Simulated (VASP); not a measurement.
# Al2O3 (P-6m2) in VASP: notebook

The runs below take Al2O3 through relaxation of cell and atoms, single point, with PBE, PBEsol+D3(BJ).

Program: VASP 6.6.1. These are calculated values, not measurements. Logs are shortened: lines on timing, memory, paths and dates and some standing lists are left out, and cuts for length are marked.

### Step 1. The cell of the first run

The structure is hexagonal, space group P-6m2 (No. 187). Conventional cell: a = 2.884 Å, b = 2.884 Å, c = 9.337 Å, α = 90.00°, β = 90.00°, γ = 120.00°. Al (site symmetry 3m) has 6 O at 1.80 to 2.18 Å within 2.4 Å. Within 2.4 Å of O (site symmetry 3m) lie 3 Al at 1.80 Å. Within 2.9 Å of O (site symmetry -6m2) lie 6 Al at 2.18 Å and 12 O at 2.66 to 2.88 Å.

### Step 2. Relaxation of cell and atoms, PBE

File INCAR:

```
PREC     = Accurate       # precision mode
ENCUT    = 600            # plane-wave cutoff, eV
EDIFF    = 1E-6           # SCF threshold, eV
ISMEAR   = -1             # smearing method
SIGMA    = 0.05           # smearing width, eV
LREAL    = False          # projectors in reciprocal space
LASPH    = True           # aspherical terms in the spheres
NELM     = 100            # most SCF steps
ALGO     = Normal         # electronic algorithm
ISIF     = 3              # what is computed and relaxed
LWAVE    = False          # write WAVECAR
LCHARG   = False          # write CHGCAR
GGA      = PE             # functional
IBRION   = 2              # ionic algorithm
NSW      = 60             # ionic steps
EDIFFG   = -0.01          # ionic threshold
```

File KPOINTS:

```
regular mesh
0
Gamma
  11 11 3
```

File POSCAR:

```
Al2O3
1.0
    2.8843249483      0.0000000000      0.0000000000
   -1.4421624742      2.4978986780      0.0000000000
    0.0000000000      0.0000000000      9.3367544600
Al O
2 3
Direct
    0.0000000000      0.0000000000      0.8500076700
    0.0000000000      0.0000000000      0.1499923300
    0.3333333333      0.6666666667      0.7776830800
    0.6666666667      0.3333333333      0.0000000000
    0.3333333333      0.6666666667      0.2223169200
```

Potentials or basis: VASP PAW PBE potentials, release 64 (Al, O).

The run is started by

```
> cat potpaw_PBE.64/Al/POTCAR potpaw_PBE.64/O/POTCAR > POTCAR
> mpirun -np 1 vasp_std > vasp.out
```

OUTCAR:

```text
PREC = Accurate
   ENCUT = 600
   EDIFF = 1E-6
   ISMEAR = -1
   LREAL = False
   LASPH = True
   NELM = 100
   ISIF = 3
   GGA = PE
   IBRION = 2
   NSW = 60
   EDIFFG = -0.01

 ion  position               nearest neighbor table
   1  0.000  0.000  0.850-   3 1.80   3 1.80   3 1.80   4 2.18   4 2.18   4 2.18   2 2.80
   2  0.000  0.000  0.150-   5 1.80   5 1.80   5 1.80   4 2.18   4 2.18   4 2.18   1 2.80
   3  0.333  0.667  0.778-   1 1.80   1 1.80   1 1.80
   4  0.667  0.333  0.000-   1 2.18   2 2.18   1 2.18   2 2.18   1 2.18   2 2.18
   5  0.333  0.667  0.222-   2 1.80   2 1.80   2 1.80

  LATTYP: Found a hexagonal cell.
 ALAT       =     2.8843249483
 C/A-ratio  =     3.2370674689

  Lattice vectors:

 A1 = (   2.8843249483,   0.0000000000,   0.0000000000)
 A2 = (  -1.4421624742,   2.4978986780,   0.0000000000)
 A3 = (   0.0000000000,   0.0000000000,   9.3367544600)

Analysis of symmetry for initial positions (statically):
=====================================================================
 Subroutine PRICEL returns:
 Original cell was already a primitive cell.

 Routine SETGRP: Setting up the symmetry group for a
 hexagonal supercell.

 Subroutine GETGRP returns: Found 12 space group operations
 (whereof 12 operations were pure point group operations)
 out of a pool of 24 trial point group operations.

The static configuration has the point symmetry D_3h.

Analysis of symmetry for dynamics (positions and initial velocities):
=====================================================================
 Subroutine PRICEL returns:
 Original cell was already a primitive cell.

 Routine SETGRP: Setting up the symmetry group for a
 hexagonal supercell.

 Subroutine GETGRP returns: Found 12 space group operations
 (whereof 12 operations were pure point group operations)
 out of a pool of 24 trial point group operations.

The dynamic configuration has the point symmetry D_3h.

 Subroutine INISYM returns: Found 12 space group operations
 (whereof 12 operations are pure point group operations),
 and found     1 'primitive' translations

----------------------------------------------------------------------------------------

                                     Primitive cell

  volume of cell :      67.2690

  direct lattice vectors                    reciprocal lattice vectors
     2.884324948  0.000000000  0.000000000     0.346701574  0.200168247  0.000000000
    -1.442162474  2.497898678  0.000000000     0.000000000  0.400336494  0.000000000
     0.000000000  0.000000000  9.336754460     0.000000000  0.000000000  0.107103598

  length of vectors
     2.884324948  2.884324948  9.336754460     0.400336494  0.400336494  0.107103598

  position of ions in fractional coordinates (direct lattice)
     0.000000000  0.000000000  0.850007670
     0.000000000  0.000000000  0.149992330
     0.333333333  0.666666667  0.777683080
     0.666666667  0.333333333  0.000000000
     0.333333333  0.666666667  0.222316920

  ion indices of the primitive-cell ions
   primitive index   ion index
                 1           1
                 2           2
                 3           3
                 4           4
                 5           5

----------------------------------------------------------------------------------------

 KPOINTS: regular mesh

Automatic generation of k-mesh.
 Grid dimensions read from file:
 generate k-points for:   11   11    3

 Generating k-lattice:

  Cartesian coordinates                     Fractional coordinates (reciprocal lattice)
     0.031518325  0.018197113  0.000000000     0.090909091  0.000000000  0.000000000
     0.000000000  0.036394227  0.000000000     0.000000000  0.090909091  0.000000000
     0.000000000  0.000000000  0.035701199     0.000000000  0.000000000  0.333333333

  Length of vectors
     0.036394227  0.036394227  0.035701199

  Shift w.r.t. Gamma in fractional coordinates (k-lattice)
     0.000000000  0.000000000  0.000000000

 Subroutine IBZKPT returns following result:
 ===========================================

 Found     32 irreducible k-points:

 Following reciprocal coordinates:
            Coordinates               Weight
  0.000000  0.000000  0.000000      1.000000
  0.090909 -0.000000  0.000000      6.000000
  0.181818 -0.000000  0.000000      6.000000
  0.272727  0.000000  0.000000      6.000000
  0.363636  0.000000  0.000000      6.000000
  0.454545 -0.000000  0.000000      6.000000
[... 16 lines left out ...]
  0.090909  0.090909  0.333333     12.000000
  0.181818  0.090909  0.333333     24.000000
 [... further k-points ...]
   k-points           NKPTS =     32   k-points in BZ     NKDIM =     32   number of bands    NBANDS=     16
   number of dos      NEDOS =    301   number of ions     NIONS =      5
   total plane-waves  NPLWV =  46080
   dimension x,y,z NGX =    24 NGY =   24 NGZ =   80
   dimension x,y,z NGXF=    48 NGYF=   48 NGZF=  160
   ions per type =               2   3
   NGX,Y,Z   is equivalent  to a cutoff of  13.83, 13.83, 14.24 a.u.
   NGXF,Y,Z  is equivalent  to a cutoff of  27.67, 27.67, 28.49 a.u.
 SYSTEM =  unknown system
   PREC   = accura    normal or accurate (medium, high low for compatibility)
   ISTART =      0    job   : 0-new  1-cont  2-samecut
   ICHARG =      2    charge: 1-file 2-atom 10-const
   ISPIN  =      1    spin polarized calculation?
   LNONCOLLINEAR =      F non collinear calculations
   LSORBIT =      F    spin-orbit coupling
   LASPH  =      T    aspherical Exc in radial PAW
   ENCUT  =  600.0 eV  44.10 Ry    6.64 a.u.   5.76  5.76 18.65*2*pi/ulx,y,z
   NELM   =    100;   NELMIN=  2; NELMDL= -5     # of ELM steps
   EDIFF  = 0.1E-05   stopping-criterion for ELM
   LREAL  =      F    real-space projection
   EDIFFG = -.1E-01   stopping-criterion for IOM
   NSW    =     60    number of steps for IOM
   IBRION =      2    ionic relax: 0-MD 1-quasi-New 2-CG
   NFREE  =      1    steps in history (QN), initial steepest desc. (CG)
   ISIF   =      3    stress and relaxation
   ISYM   =      2    0-nonsym 1-usesym 2-fastsym
   POTIM  = 0.5000    time-step for ionic-motion
   TEBEG  =    0.0;   TEEND  =   0.0 temperature during run
   PSTRESS=    0.0 pullay stress
   NELECT =      24.0000    total number of electrons
   NUPDOWN=      -1.0000    fix difference up-down
   EMIN   =  10.00;   EMAX   =-10.00  energy-range for DOS
   EFERMI =   0.00;   METHOD = LEGACY
   ISMEAR =    -1;   SIGMA  =   0.05  broadening in eV -4-tet -1-fermi 0-gaus
   EFERMI_NEDOS =   21; number of points for ismear=-14 and -15
   IALGO  =     38    algorithm
   IMIX   =      4    mixing-type and parameters
     AMIX     =   0.40;   BMIX     =  1.00
     AMIX_MAG =   1.60;   BMIX_MAG =  1.00
  volume/ion in A,a.u.               =      13.45        90.79
  Fermi-wavevector in a.u.,A,eV,Ry     =   1.161111  2.194181 18.343074  1.348178
  Thomas-Fermi vector in A             =   2.297686
   LORBIT       =      0    0 simple, 1 ext, 2 COOP (PROOUT), +10 PAW based schemes
   GGA     = PE    functional components
   LHFCALC =     F    Hartree Fock is set to
   AEXX    =    0.0000 exact exchange contribution
   IVDW    =     0    specifies the selected vdW correction
   LEPSILON=     F    determine dielectric tensor
   LRPA    =     F    only Hartree local field effects (RPA)
 conjugate gradient relaxation of ions
 non-spin polarized calculation
  energy-cutoff  :      600.00
  volume of cell :       67.27
 maximum number of plane-waves:      2260
 NGX is ok and might be reduce to    24
   NGX = 11   NGY = 11   NGZ = 37

--------------------------------------- Ionic step        1  -------------------------------------------

 number of electron      23.9999993 magnetization

 Free energy of the ion-electron system (eV)
  ---------------------------------------------------
  ext. energy  EPLUGINS =         0.00000000
  ---------------------------------------------------
  free energy    TOTEN  =       -36.39422188 eV

  energy without entropy =      -36.39422188  energy(sigma->0) =      -36.39422188

------------------------ aborting loop because EDIFF is reached ----------------------------------------

  FORCE on cell =-STRESS in cart. coord.  units (eV):
  Direction    XX          YY          ZZ          XY          YZ          ZX
  --------------------------------------------------------------------------------------
  -------------------------------------------------------------------------------------
  Total       -0.0163964     -0.0163964     -0.1135348      0.0000000      0.0000000     -0.0000000
  in kB       -0.3905199     -0.3905199     -2.7041111      0.0000000      0.0000000     -0.0000000
  external PRESSURE =      -1.1617170 kB  Pullay stress =       0.0000000 kB
[... 98 lines left out ...]
  FREE ENERGIE OF THE ION-ELECTRON SYSTEM (eV)
  ---------------------------------------------------
  free  energy   TOTEN  =       -36.3943118480 eV

  energy  without entropy=      -36.3943118479  energy(sigma->0) =      -36.39431185

[... ionic steps 4 to 28 ...]

--------------------------------------- Ionic step       29  -------------------------------------------

 number of electron      23.9999995 magnetization

------------------------ aborting loop because EDIFF is reached ----------------------------------------
[... 73 lines left out ...]
--------------------------------------- Ionic step       31  -------------------------------------------

 number of electron      23.9999995 magnetization

 Free energy of the ion-electron system (eV)
  ---------------------------------------------------
  ext. energy  EPLUGINS =         0.00000000
  ---------------------------------------------------
  free energy    TOTEN  =       -36.41468542 eV

  energy without entropy =      -36.41468542  energy(sigma->0) =      -36.41468542

 E-fermi :   3.7284     XC(G=0):  -9.6932

 val. band max:        2.6360031138   @ k =   0.0909   0.0909   0.0000
 cond. band min:       7.2465714558   @ k =   0.0000   0.0000   0.0000
 fundamental gap:      4.6105683420
 Fermi energy:         3.7283779185

 k-point     1 :       0.0000    0.0000    0.0000
  band No.  band energies     occupation
      1     -16.1543      2.00000
      2     -15.1218      2.00000
      3     -13.9589      2.00000
      4      -2.3883      2.00000
      5       0.3116      2.00000
      6       1.0780      2.00000
[... 433 lines left out ...]
      3     -13.7515      2.00000
      4      -2.2751      2.00000
      5      -1.2102      2.00000
      6      -0.5503      2.00000
[... 8 lines left out ...]
     15      12.4541      0.00000
     16      13.6954      0.00000

 [... further k-points ...]

------------------------ aborting loop because EDIFF is reached ----------------------------------------

  FORCE on cell =-STRESS in cart. coord.  units (eV):
  Direction    XX          YY          ZZ          XY          YZ          ZX
  --------------------------------------------------------------------------------------
  -------------------------------------------------------------------------------------
  Total        0.0091758      0.0091758     -0.0014833     -0.0000000      0.0000000      0.0000000
  in kB        0.2580365      0.2580365     -0.0417117     -0.0000000      0.0000000      0.0000000
  external PRESSURE =       0.1581204 kB  Pullay stress =       0.0000000 kB
[... 20 lines left out ...]
  FREE ENERGIE OF THE ION-ELECTRON SYSTEM (eV)
  ---------------------------------------------------
  free  energy   TOTEN  =       -36.4146854167 eV

  energy  without entropy=      -36.4146854166  energy(sigma->0) =      -36.41468542

 reached required accuracy - stopping structural energy minimisation
```

Run time: 9.1 min. Hardware: 1 thread of Intel Xeon Platinum 8259CL at 2.50GHz (Skylake/Cascade Lake), shared host; peak memory 0.22 GiB.

What came out:

```yaml
Free_energy: -36.4147 eV
Relaxed_volume: 11.39 Å³/atom
Relaxed_cell: a = 2.883 Å, b = 2.883 Å, c = 7.915 Å, α = 90.00°, β = 90.00°, γ = 120.00°
Space_group_after_relaxing_to_0.05_Å: P-6m2 (No. 187)
Energy_gained_by_relaxing: 4.1 meV/atom
Ionic_steps: 31
Pressure_after_relaxing: 0.0 GPa
Largest_force_after_relaxing: 0.010 eV/Å
Band_gap_on_the_k_mesh: 4.61 eV, indirect (least direct gap 4.79 eV)
```

Forces on the atoms (eV/Å):
```
Al   0.000  0.000 -0.009
Al   0.000  0.000  0.009
O    0.000  0.000  0.010
O    0.000  0.000  0.000
O    0.000  0.000 -0.010
```

Step by step:
```csv
step,energy change (eV),largest force (eV/Å),pressure (GPa),volume (Å³)
1,0.0000,0.0100,-0.12,67.27
2,-0.0001,0.0182,0.01,67.17
3,-0.0001,0.0260,0.05,67.14
4,-0.0002,0.0254,0.03,67.11
5,-0.0004,0.0290,0.00,67.02
6,-0.0007,0.0437,-0.07,66.84
7,-0.0009,0.0719,-0.22,66.48
8,-0.0009,0.0722,-0.22,66.46
9,-0.0010,0.0746,-0.21,66.43
10,-0.0011,0.0776,-0.21,66.37
11,-0.0014,0.0829,-0.19,66.24
12,-0.0020,0.0938,-0.17,65.97
13,-0.0031,0.1172,-0.09,65.45
14,-0.0050,0.1670,0.08,64.40
15,-0.0074,0.2763,0.53,62.30
16,-0.0015,0.5396,2.05,58.11
17,-0.0053,0.4276,1.39,60.08
18,-0.0055,0.4276,1.37,60.01
19,-0.0062,0.4224,1.34,59.79
20,-0.0074,0.4140,1.28,59.37
21,-0.0093,0.4016,1.22,58.52
22,-0.0105,0.3871,1.16,56.81
23,-0.0101,0.3825,1.15,56.23
24,-0.0121,0.3355,0.95,56.32
25,-0.0164,0.1944,0.32,56.61
26,-0.0175,0.2059,-0.93,57.18
27,-0.0182,0.0988,-0.48,56.97
28,-0.0192,0.0791,-0.36,56.97
29,-0.0205,0.0169,-0.03,56.97
30,-0.0205,0.0106,0.01,56.97
31,-0.0205,0.0095,0.02,56.97
```

Final structure:
```
CELL_PARAMETERS angstrom
2.88305 0.00000 0.00000
-1.44152 2.49679 0.00000
0.00000 0.00000 7.91479
ATOMIC_POSITIONS crystal
Al 0.00000 0.00000 0.82312
Al 0.00000 0.00000 0.17688
O 0.33333 0.66667 0.73763
O 0.66667 0.33333 0.00000
O 0.33333 0.66667 0.26237
```

Caveat: the volume moved by over 15 % at a fixed basis, so the end points are rough.

[end of part 1 of 2]
